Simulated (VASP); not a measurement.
Set up this calculation in VASP 6.6.1, as the native input.

```
Task                               : single point
Functional                         : B3LYP
Potentials or basis                : VASP PAW PBE potentials, release 64 (Co)
Cutoff                             : 520 eV
k mesh                             : 6 × 6 × 4
Occupations                        : fermi-dirac, width 0.05 eV
Spin                               : collinear spin, ferromagnetic start
Starting moments                   : [2.0, 2.0] μB
Dipole correction                  : no
Grid for exact exchange (PRECFOCK) : Normal
Further INCAR settings             : ALGO = Normal; EDIFF = 1e-06; NBANDS = 20
Share of exact exchange            : 0.2
```

Crystal: Co.

```
Co
1.0
     2.47200    0.00000    0.00000
    -1.23600    2.14081    0.00000
     0.00000    0.00000    4.02114
Co
2
Direct
  0.66667 0.33333 0.75000
  0.33333 0.66667 0.25000
```

The input as run:

POSCAR

```
Co
1.0
    2.4719999032      0.0000000000      0.0000000000
   -1.2359999516      2.1408147143      0.0000000000
    0.0000000000      0.0000000000      4.0211440800
Co
2
Direct
    0.6666666667      0.3333333333      0.7500000000
    0.3333333333      0.6666666667      0.2500000000
```

INCAR.step1

```
ALGO = Normal ; EDIFF = 1E-5
ENCUT = 520 ; GGA = PE
ISIF = 2 ; ISMEAR = -1
ISPIN = 2 ; LASPH = True
LMAXMIX = 4 ; LORBIT = 11
LREAL = False ; LWAVE = True
MAGMOM = 2 2 ; NBANDS = 20
NELM = 150 ; PREC = Accurate
SIGMA = 0.05
```

INCAR.step2

```
AEXX = 0.2 ; AGGAC = 0.81
AGGAX = 0.72 ; ALDAC = 0.19
ALGO = Normal ; EDIFF = 1E-6
ENCUT = 520 ; GGA = B3
ISIF = 2 ; ISMEAR = -1
ISPIN = 2 ; ISTART = 1
LASPH = True ; LCHARG = True
LELF = True ; LHFCALC = True
LMAXMIX = 4 ; LORBIT = 11
LREAL = False ; LVHAR = True
LWAVE = False ; MAGMOM = 2 2
NBANDS = 20 ; NELM = 150
PREC = Accurate ; PRECFOCK = Normal
SIGMA = 0.05
```

KPOINTS

```
k-points
0
Gamma
  6 6 4
```

Potentials or basis: VASP PAW PBE potentials, release 64 (Co).

Command:

```console
$ cat potpaw_PBE.64/Co/POTCAR > POTCAR
$ cp INCAR.step1 INCAR
$ mpirun -np 1 vasp_std > vasp.out
$ cp INCAR.step2 INCAR
$ mpirun -np 1 vasp_std > vasp.out
```

It gave:

The pressure is 6.1 GPa and the net moment is 3.35 μB per cell. The site moments are Co +1.72 μB and the valence electrons inside the program's atomic spheres are Co 8.37.

Caveat: the k points lie up to 0.49 Å⁻¹ apart; the PAW data sets were made with another functional, which shifts forces and pressure a little.

It took 70 min on 1 thread of Oxide Virtual Turin-like Processor, with other jobs on the host, peak memory 0.13 GiB.
